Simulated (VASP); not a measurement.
**PtS2: single point with LDA**

Crystal: PtS2.

```
Pt S
1.0
     3.24649    0.00000    0.00000
    -1.62325    2.81155    0.00000
     0.00000    0.00000    6.00191
Pt S
1 2
Direct
  0.00000 0.00000 0.00000
  0.33333 0.66667 0.25000
  0.66667 0.33333 0.75000
```

This cell differs from its parent crystal: ratio of the length along z to the lengths across it x 1.3, volume and fractional coordinates fixed.

| Property | Result |
| --- | --- |
| Program | VASP 6.6.1 |
| Task | single point |
| Functional | LDA |
| Potentials or basis | VASP PAW LDA potentials, release 64 (Pt, S) |
| Cutoff | 520 eV |
| k mesh | 12 × 12 × 8 |
| Occupations | gaussian, width 0.05 eV |
| Spin | no spin polarisation |

```
Pressure               : 0.4 GPa
Largest force          : 1.473 eV/Å
Band gap on the k mesh : 0.40 eV, indirect (least direct gap 0.77 eV)
```

Forces on the atoms (eV/Å):
```
Pt   0.000  0.000  0.000
S    0.000  0.000 -1.473
S    0.000  0.000  1.473
```

Stress tensor (GPa, compression positive):
```
  7.28   0.00   0.00
  0.00   7.28   0.00
  0.00   0.00 -13.24
```

Levels at points of the mesh, in eV from the valence-band top:
| k point | band 9 | band 10 | band 11 | band 12 | band 13 | band 14 |
| --- | --- | --- | --- | --- | --- | --- |
| (0.00, 0.00, 0.00) | -1.12 | -0.06 | -0.06 | 2.33 | 2.33 | 5.27 |
| (0.50, 0.00, 0.00) | -2.13 | -1.81 | -1.35 | 1.59 | 2.33 | 5.15 |
| (0.00, 0.00, 0.50) | -1.87 | -0.17 | -0.17 | 2.55 | 2.55 | 6.35 |
| (0.50, 0.00, 0.50) | -2.13 | -1.58 | -1.41 | 1.87 | 2.71 | 4.03 |

Run time: 2.7 min on 1 thread of AMD EPYC 7R43 64-Core Processor (Zen 3), with other jobs on the host, peak memory 0.2 GiB.

Caveat: spin-orbit coupling is left out, which moves the levels of the heavy elements; forces of over 1 eV/Å act on the atoms, so gaps and moduli don't describe the material at rest. A k mesh can miss the band edges.
